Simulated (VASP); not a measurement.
The system is MgZn2TeSe2.

```
Mg Zn Te Se
1.0
     4.19507    0.00000    0.00000
    -2.09754    3.63304    0.00000
     0.00000    0.00000    8.97628
Mg Zn Te Se
1 2 1 2
Direct
  0.00000 0.00000 0.50000
  0.66667 0.33333 0.24350
  0.33333 0.66667 0.75650
  0.00000 0.00000 0.00000
  0.66667 0.33333 0.76252
  0.33333 0.66667 0.23748
```

The cell was generated, and may not be a known phase.

- Program: VASP 6.6.1
- Task: relaxation of cell and atoms
- Functional: PBE
- Potentials or basis: VASP PAW PBE potentials, release 64 (Mg, Zn, Te, Se)
- Cutoff: 600 eV
- k mesh: 6 × 6 × 2
- Occupations: gaussian, width 0.1 eV
- Spin: no spin polarisation

At the start: pressure 4.8 GPa; volume 22.80 Å³/atom.

Q: Where does the relaxation end?

A: Over 22 steps the energy falls by 667.0 meV/atom and the volume is 21.50 Å³/atom (-5.7 %); space group P-3m1 (No. 164, to 0.1 Å) before and after.

Step by step:
```tsv
step	energy change (eV)	largest force (eV/Å)	pressure (GPa)	volume (Å³)
1	0.0000	1.3054	4.80	136.81
2	-0.3439	1.0834	-1.29	150.72
3	-0.3464	1.0625	-1.73	152.06
4	-0.5396	1.1670	-1.83	150.21
5	-1.1109	1.2051	-2.24	144.54
6	-1.6018	0.8189	-0.93	132.58
7	-1.8309	0.9016	0.05	129.96
8	-2.0723	0.7285	4.41	122.25
9	-2.1027	0.8373	3.03	124.29
10	-2.3910	0.7629	1.50	127.62
11	-2.7404	1.7505	-1.28	136.94
12	-3.1250	1.8266	-1.20	135.98
13	-3.4194	1.8217	-0.80	134.10
14	-2.9655	1.2113	1.76	128.34
15	-3.4824	1.7138	-0.64	133.26
16	-3.8939	0.7964	-0.43	130.40
17	-3.9957	0.0546	0.39	128.18
18	-3.9956	0.0692	0.35	128.28
19	-4.0004	0.0321	-0.42	129.87
20	-4.0006	0.0371	-0.32	129.58
21	-4.0016	0.0035	0.17	128.69
22	-4.0018	0.0133	0.03	128.98
```

Final structure:
```cif
data_structure
_symmetry_space_group_name_H-M 'P 1'
_symmetry_Int_Tables_number 1
_cell_length_a 3.9182
_cell_length_b 3.9182
_cell_length_c 9.7012
_cell_angle_alpha 90.000
_cell_angle_beta 90.000
_cell_angle_gamma 120.000
_cell_volume 128.98
loop_
_atom_site_label
_atom_site_type_symbol
_atom_site_fract_x
_atom_site_fract_y
_atom_site_fract_z
_atom_site_occupancy
Mg1 Mg 0.00000 0.00000 0.50000 1
Zn1 Zn 0.66667 0.33333 0.18088 1
Zn2 Zn 0.33333 0.66667 0.81912 1
Te1 Te 0.00000 0.00000 0.00000 1
Se1 Se 0.66667 0.33333 0.66493 1
Se2 Se 0.33333 0.66667 0.33507 1
```
